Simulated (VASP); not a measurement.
Set up this calculation in VASP 6.6.1, as the native input.

* Task: single point
* Functional: BLYP
* Potentials or basis: VASP PAW PBE potentials, release 64 (Cr_pv)
* Cutoff: 520 eV
* k mesh: 15 × 15 × 15
* Occupations: fermi-dirac, width 0.1 eV
* Spin: no spin polarisation
* Dipole correction: no
* Further INCAR settings: ALGO = Normal; EDIFF = 1e-06; NBANDS = 12

The structure of Cr lies in POSCAR:

```
Cr
1.0
    2.3355957285      0.0000000000      0.0000000000
    0.0000000000      2.3355957285      0.0000000000
    0.0000000000      0.0000000000      2.3355957285
Cr
1
Direct
    0.0000000000      0.0000000000      0.0000000000
```

This cell differs from its parent crystal: volume scaled by 0.96.

These files were run (other wordings do the same):

INCAR

```
SYSTEM = Cr
  PREC = Accurate
  ENCUT = 520
  EDIFF = 1E-6
  ISMEAR = -1
  SIGMA = 0.1
  LREAL = .FALSE.
  LASPH = .TRUE.
  NELM = 60
  ALGO = Normal
  ISIF = 2
  LWAVE = .FALSE.
  LCHARG = .TRUE.
  GGA = B5
  ALDAX = 1.0
  AGGAX = 1.0
  AGGAC = 1.0
  ALDAC = 0.0
  LELF = .TRUE.
  LVHAR = .TRUE.
  NBANDS = 12
```

KPOINTS

```
Automatic mesh
0
G
  15 15 15
  0 0 0
```

Potentials or basis: VASP PAW PBE potentials, release 64 (Cr_pv).

Command:

```console
$ cat potpaw_PBE.64/Cr_pv/POTCAR > POTCAR
$ mpirun -np 1 vasp_std > vasp.out
```

It gave:

| Item | Value |
| --- | --- |
| Pressure | 8.3 GPa |
| Band gap on the k mesh | zero (band 6 reaches 11.20 eV, above the bottom of band 7 at 9.47 eV) |

Caveat: the PAW data sets were made with another functional, which shifts forces and pressure a little; the run has no spin polarisation, though such a crystal can be magnetic.

It took 7.3 s on 1 thread of Intel(R) Xeon(R) 6975P-C (Granite Rapids), with other jobs on the host, peak memory 0.13 GiB.
